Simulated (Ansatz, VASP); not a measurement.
# Al: VASP beside Ansatz

File INCAR:

```
SYSTEM = Al
PREC = Accurate ; ENCUT = 520
EDIFF = 1E-8 ; ISMEAR = -1
SIGMA = 0.05 ; LREAL = .FALSE.
LASPH = .TRUE. ; NELM = 100
ALGO = Normal ; ISIF = 2
LWAVE = .FALSE. ; LCHARG = .FALSE.
GGA = PE ; LEFG = .TRUE.
NBANDS = 8
```

Contents of KPOINTS:

```
regular mesh
0
G
  14 14 14
  0 0 0
```

The input POSCAR:

```
Al
1.0
    0.0000000000      2.0172107856      2.0172107856
    2.0172107856      0.0000000000      2.0172107856
    2.0172107856      2.0172107856      0.0000000000
Al
1
Direct
    0.0000000000      0.0000000000      0.0000000000
```

Input for Ansatz:

```yaml
crystal:
  lattice:
    - [0.0, 2.0172107856, 2.0172107856]
    - [2.0172107856, 0.0, 2.0172107856]
    - [2.0172107856, 2.0172107856, 0.0]
  atoms:
    - { symbol: Al, position: [0.0, 0.0, 0.0] }
kpoints:
  mp_grid: { grid: [14, 14, 14] }
scf:
  occupations: { method: fermi_dirac, width: 0.05 }
hamiltonian:
  xc: pbe
  pseudopotentials: { kind: paw }
output:
  forces: true
  stress: true
  eigenvalues: true
  efg: { contact_densities: true }
  write_density: true
  write_potential: true
  elf: true
  volumetric_format: npy
```

Change from the starting cell: volume scaled by 0.99, PAW files.

Alike in both runs: task electric field gradients; functional PBE; k mesh 14 × 14 × 14; occupations fermi-dirac, width 0.05 eV; no spin polarisation.

```csv
,VASP,Ansatz
version,VASP 6.6.1,Ansatz 0.2.0
potentials or method,"VASP PAW PBE potentials, release 64 (Al)","PAW with Ansatz's default frozen-core files, scalar-relativistic"
plane-wave cutoff (eV),520,420
valence electrons in the cell,3,3
```

Ansatz gave:

```
pressure (GPa) : 0.2
```

**Question.** Estimate VASP's values.

**Answer.** Pressure (GPa): 0.1.
